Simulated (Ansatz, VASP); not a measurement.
# Two plane-wave programs on NaF

The input INCAR:

```
SYSTEM = NaF
PREC = Accurate
ENCUT = 520
EDIFF = 1E-7
ISMEAR = 0
SIGMA = 0.05
LREAL = .False.
LASPH = .True.
NELM = 60
ALGO = Normal
ISIF = 2
LWAVE = .False.
LCHARG = .False.
GGA = PS
NBANDS = 14
```

File KPOINTS:

```
Automatic mesh
0
Gamma
  10 10 10
  0 0 0
```

POSCAR

```
NaF
1.0
    0.0000000000      2.3551299827      2.2609247834
    2.3551299827      0.0000000000      2.2609247834
    2.3551299827      2.3551299827      0.0000000000
Na F
1 1
Direct
    0.0000000000      0.0000000000      0.0000000000
    0.5000000000      0.5000000000      0.5000000000
```

Input for Ansatz:

```yaml
crystal:
  lattice:
    - [0.0, 2.3551299827, 2.2609247834]
    - [2.3551299827, 0.0, 2.2609247834]
    - [2.3551299827, 2.3551299827, 0.0]
  atoms:
    - { symbol: Na, position: [0.0, 0.0, 0.0] }
    - { symbol: F, position: [0.5, 0.5, 0.5] }
basis:
  ecutwfc: 420
kpoints:
  mp_grid: { grid: [10, 10, 10] }
hamiltonian:
  xc: pbesol
scf:
  occupations: { method: gaussian, width: 0.05 }
output:
  forces: true
  stress: true
  eigenvalues: true
```

Alike in both runs: task single point; functional PBEsol; k mesh 10 × 10 × 10; occupations gaussian, width 0.05 eV; no spin polarisation.

```csv
,VASP,Ansatz
version,VASP 6.6.1,Ansatz 0.2.0
potentials or method,"VASP PAW PBE potentials, release 64 (Na_pv, F), cutoff 520 eV","scalar-relativistic, plane waves, PAW"
valence electrons in the cell,14,16
```

```tsv
	VASP	Ansatz	Ansatz less VASP
gap on the k mesh at the Fermi level (eV)	6.12	6.14	+0.020
least direct gap on the mesh (eV)	6.12	6.14	+0.020
pressure (GPa)	-0.3	-0.3	0.00
traceless stress, the component that is largest in VASP (GPa)	2.30	2.20	-0.101
```

VASP's potentials were made for PBE, not for PBEsol. The functional is the same, so the differences come from potentials, cutoffs and numerics. VASP's potentials hold 14 valence electrons a cell and Ansatz's 16, so a difference there can come from the potentials and not from the codes.
